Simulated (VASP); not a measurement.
Set up this calculation in VASP 6.6.1, as the native input.

| Property | Result |
| --- | --- |
| Task | single point |
| Functional | PBE |
| Potentials or basis | VASP PAW PBE potentials, release 64 (Li_sv, Al, O) |
| Cutoff | 520 eV |
| k mesh | 6 × 6 × 6 |
| Occupations | gaussian, width 0.1 eV |
| Spin | no spin polarisation |
| Dipole correction | no |
| Further INCAR settings | ALGO = Normal; EDIFF = 1e-07; NBANDS = 22 |

The structure of LiAl2O3 lies in POSCAR:

```
LiAl2O3
1.0
    2.0526288000      1.1850857900      2.4664977800
   -2.0526288000      1.1850857900      2.4664977800
    0.0000000000     -2.3701715800      2.4664977800
Li Al O
1 2 3
Direct
    0.0000000000      0.0000000000      0.0000000000
    0.3349770000      0.3349770000      0.3349770000
    0.6650230000      0.6650230000      0.6650230000
    0.1612730000      0.8387270000      0.5000000000
    0.5000000000      0.1612730000      0.8387270000
    0.8387270000      0.5000000000      0.1612730000
```

The cell was built from a structure type or drawn by symmetry, and may not be a known phase.

The input as run:

INCAR

```
SYSTEM = LiAl2O3
PREC     = Accurate       ! precision mode
ENCUT    = 520            ! plane-wave cutoff, eV
EDIFF    = 1E-7           ! SCF threshold, eV
ISMEAR   = 0              ! smearing method
SIGMA    = 0.1            ! smearing width, eV
LREAL    = .FALSE.        ! projectors in reciprocal space
LASPH    = .TRUE.         ! aspherical terms in the spheres
NELM     = 100            ! most SCF steps
ALGO     = Normal         ! electronic algorithm
ISIF     = 2              ! what is computed and relaxed
LWAVE    = .FALSE.        ! write WAVECAR
LCHARG   = .TRUE.         ! write CHGCAR
GGA      = PE             ! functional
LELF     = .TRUE.         ! ELF
LVHAR    = .TRUE.       
NBANDS   = 22             ! bands
```

KPOINTS

```
Automatic mesh
0
G
  6 6 6
  0 0 0
```

Potentials or basis: VASP PAW PBE potentials, release 64 (Li_sv, Al, O).

The run is started by

```console
$ cat potpaw_PBE.64/Li_sv/POTCAR potpaw_PBE.64/Al/POTCAR potpaw_PBE.64/O/POTCAR > POTCAR
$ mpirun -np 1 vasp_std > vasp.out
```

Results of the run:

```json
{
 "Largest force": "1.181 eV/Å",
 "Band gap on the k mesh": "zero (an odd number of electrons rules out a gap without spin polarisation)"
}
```

Caveat: an odd number of electrons without spin polarisation forces a metal; a magnetic or distorted state may lie lower.

Run time: 13 s on 1 thread of Intel(R) Xeon(R) 6975P-C (Granite Rapids) (shared host), peak memory 0.16 GiB.
